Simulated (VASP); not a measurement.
GaP: single point with LDA

The system is GaP.

```
CELL_PARAMETERS angstrom
1.83813 1.06125 6.89152
-1.83813 1.06125 6.89152
0.00000 -2.12249 6.89152
ATOMIC_POSITIONS crystal
Ga 0.43598 0.43598 0.43598
Ga 0.56402 0.56402 0.56402
P 0.05804 0.05804 0.05804
P 0.94196 0.94196 0.94196
```

```
Program                : VASP 6.6.1
Task                   : single point
Functional             : LDA
Potentials or basis    : VASP PAW LDA potentials, release 64 (Ga_d, P)
Cutoff                 : 520 eV
k mesh                 : 9 × 9 × 9
Occupations            : gaussian, width 0.05 eV
Spin                   : no spin polarisation
Dipole correction      : no
Further INCAR settings : ALGO = Normal; EDIFF = 1e-07; NBANDS = 26
```

```yaml
Pressure: -1.0 GPa
Largest_force: 0.882 eV/Å
Band_gap_on_the_k_mesh: zero (filled and empty bands touch)
```

Forces on the atoms (eV/Å):
```
Ga   0.000  0.000  0.421
Ga   0.000  0.000 -0.421
P    0.000  0.000 -0.882
P    0.000  0.000  0.882
```

Stress tensor (GPa, compression positive):
```
  5.92   0.00   0.00
  0.00   5.92   0.00
  0.00   0.00 -14.79
```

Levels at points of the mesh, in eV from the Fermi level:
```csv
k point,band 16,band 17,band 18,band 19,band 20,band 21
"(0.00, 0.00, 0.00)",-0.76,-0.17,-0.02,-0.02,2.06,3.11
```

Run time: 4.7 min on 1 thread of Intel(R) Xeon(R) 6975P-C (Granite Rapids) (shared host), peak memory 0.38 GiB.

Caveat: the stress differs along the axes, from -15 to 6 GPa; semilocal functionals underestimate gaps, and a narrow one can read as zero.
